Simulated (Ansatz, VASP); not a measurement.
# ZnS: VASP beside Ansatz

File INCAR:

```
ALGO     = Normal         # electronic algorithm
EDIFF    = 1E-6           # SCF threshold, eV
ENCUT    = 520            # plane-wave cutoff, eV
GGA      = PE             # functional
ISIF     = 2              # what is computed and relaxed
ISMEAR   = 0              # smearing method
LASPH    = T              # aspherical terms in the spheres
LCHARG   = F              # write CHGCAR
LREAL    = F              # projectors in reciprocal space
LWAVE    = F              # write WAVECAR
NBANDS   = 26             # bands
NELM     = 60             # most SCF steps
PREC     = Accurate       # precision mode
SIGMA    = 0.05           # smearing width, eV
```

File KPOINTS:

```
k-points
0
Gamma
  12 12 6
```

File POSCAR:

```
ZnS
1.0
    3.8109987816      0.0000000000      0.0000000000
   -1.9054993908      3.3004217586      0.0000000000
    0.0000000000      0.0000000000      6.2340000000
Zn S
2 2
Direct
    0.2455331159      0.6023924466      0.0000000000
    0.7544668841      0.3976075534      0.5000000000
    0.4079420238      0.7212840188      0.3850000000
    0.5920579762      0.2787159812      0.8850000000
```

Input for Ansatz:

```yaml
crystal:
  lattice:
    - [3.8109987816, 0.0, 0.0]
    - [-1.9054993908, 3.3004217586, 0.0]
    - [0.0, 0.0, 6.234]
  atoms:
    - { symbol: Zn, position: [0.2455331159, 0.6023924466, 0.0] }
    - { symbol: Zn, position: [0.7544668841, 0.3976075534, 0.5] }
    - { symbol: S, position: [0.4079420238, 0.7212840188, 0.385] }
    - { symbol: S, position: [0.5920579762, 0.2787159812, 0.885] }
basis:
  ecutwfc: 420
kpoints:
  mp_grid: { grid: [12, 12, 6] }
hamiltonian:
  xc: pbe
scf:
  occupations: { method: gaussian, width: 0.05 }
output:
  forces: true
  stress: true
  eigenvalues: true
```

Change from the starting cell: mode 4 (73.5 1/cm) frozen in, largest displacement +0.300 Å.

Alike in both runs: task single point; functional PBE; k mesh 12 × 12 × 6; occupations gaussian, width 0.05 eV; no spin polarisation.

```csv
,VASP,Ansatz
version,VASP 6.6.1,Ansatz 0.2.0
potentials or method,"VASP PAW PBE potentials, release 64 (Zn, S), cutoff 520 eV","scalar-relativistic, plane waves, PAW"
valence electrons in the cell,36,36
```

Ansatz gave:

| Item | Value |
| --- | --- |
| gap on the k mesh at the Fermi level (eV) | 2.03 |
| least direct gap on the mesh (eV) | 2.03 |
| pressure (GPa) | 1.8 |
| traceless stress, the component that is largest in VASP (GPa) | -1.71 |
| rms of the force components (eV/Å) | 0.308 |

Problem. Which values does VASP return?

Solution. gap on the k mesh at the Fermi level (eV): 2.04; least direct gap on the mesh (eV): 2.04; pressure (GPa): 1.9; traceless stress, the component that is largest in VASP (GPa): -1.75; rms of the force components (eV/Å): 0.310.

Atom by atom the forces differ by 0.003 eV/Å (rms over components).
